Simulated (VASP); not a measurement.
**Fe: single point with PBEsol+D4**

Crystal: Fe.

```
Fe
1.0
    -1.47130    1.47130    1.47130
     1.47130   -1.47130    1.47130
     1.47130    1.47130   -1.47130
Fe
1
Direct
  0.00000 0.00000 0.00000
```

```yaml
Program: VASP 6.6.1
Task: single point
Functional: PBEsol
Dispersion: D4
Potentials_or_basis: VASP PAW PBE potentials, release 64 (Fe)
Cutoff: 520 eV
k_mesh: 13 × 13 × 13
Occupations: fermi-dirac, width 0.05 eV
Spin: collinear spin, ferromagnetic start
Starting_moments: "[3.0] μB"
```

- Pressure: -22.7 GPa
- Net moment: 2.54 μB per cell
- Site moments: Fe +2.54 μB
- Valence electrons inside the program's atomic spheres: Fe 7.06
- Dispersion energy per atom: -0.183 eV

Levels at points of the mesh, in eV from the Fermi level:
Spin up:
```csv
k point,band 1,band 2,band 3,band 4,band 5,band 6,band 7,band 8,band 9,band 10
"(0.00, 0.00, 0.00)",-7.88,-2.20,-2.20,-2.20,-1.10,-1.10,23.80,23.80,23.80,28.22
```
Spin down:
| k point | band 1 | band 2 | band 3 | band 4 | band 5 | band 6 | band 7 |
| --- | --- | --- | --- | --- | --- | --- | --- |
| (0.00, 0.00, 0.00) | -7.61 | 0.11 | 0.11 | 0.11 | 1.78 | 1.78 | 23.66 |

Wall time 30 s on 1 thread of Intel(R) Xeon(R) Platinum 8488C (Sapphire Rapids), with other jobs on the host, peak memory 0.15 GiB.

Caveat: the PAW data sets were made with another functional, which shifts forces and pressure a little; pairwise dispersion overbinds metals, which lowers pressure and volume.
